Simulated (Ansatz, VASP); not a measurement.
## Two plane-wave programs on WC

INCAR

```
SYSTEM = WC
  PREC = Accurate
  ENCUT = 1300
  EDIFF = 1E-6
  ISMEAR = 0
  SIGMA = 0.15
  LREAL = .False.
  LASPH = .True.
  NELM = 120
  ALGO = Normal
  ISIF = 2
  LWAVE = .False.
  LCHARG = .False.
  GGA = PS
  NBANDS = 16
  GGA_COMPAT = .False.
```

File KPOINTS:

```
regular mesh
0
Gamma
  6 6 6
  0 0 0
```

The input POSCAR:

```
WC
1.0
    2.9005014360      0.0000000000      0.0000000000
   -1.4502507180      2.5119079273      0.0000000000
    0.0000000000      0.0000000000      2.8290000000
W C
1 1
Direct
    0.0000000000      0.0000000000      0.0397667020
    0.6666666667      0.3333333333      0.5000000000
```

Input for Ansatz:

```yaml
crystal:
  lattice:
    - [2.900501436, 0.0, 0.0]
    - [-1.450250718, 2.5119079273, 0.0]
    - [0.0, 0.0, 2.829]
  atoms:
    - { symbol: W, position: [0.0, 0.0, 0.039766702] }
    - { symbol: C, position: [0.6666666667, 0.3333333333, 0.5] }
basis:
  ecutwfc: 420
kpoints:
  mp_grid: { grid: [6, 6, 6] }
hamiltonian:
  xc: pbesol
scf:
  occupations: { method: gaussian, width: 0.15 }
output:
  forces: true
  stress: true
  eigenvalues: true
```

Change from the starting cell: all W atoms moved +0.113 Å, as atom 1 along Cartesian [0 0 1].

Alike in both runs: task single point; functional PBEsol; k mesh 6 × 6 × 6; occupations gaussian, width 0.15 eV; no spin polarisation.

```csv
,VASP,Ansatz
version,VASP 6.6.1,Ansatz 0.2.0
potentials or method,"VASP PAW PBE potentials, release 64 (W_sv, C_h), cutoff 1300 eV","scalar-relativistic, plane waves, PAW"
valence electrons in the cell,18,18
```

|  | VASP | Ansatz | Ansatz less VASP |
| --- | --- | --- | --- |
| gap on the k mesh at the Fermi level (eV) | none | none | - |
| pressure (GPa) | 3.3 | 2.1 | -1.20 |
| traceless stress, the component that is largest in VASP (GPa) | -0.47 | -0.64 | -0.174 |
| rms of the force components (eV/Å) | 0.922 | 0.913 | -0.0092 |

VASP's potentials were made for PBE, not for PBEsol. Atom by atom the forces differ by 0.009 eV/Å (rms over components). A gap of «none» marks a metal or a gap that the smearing closes.

The k mesh is coarse, so the values compare programs but aren't converged. Spin-orbit coupling is off throughout.
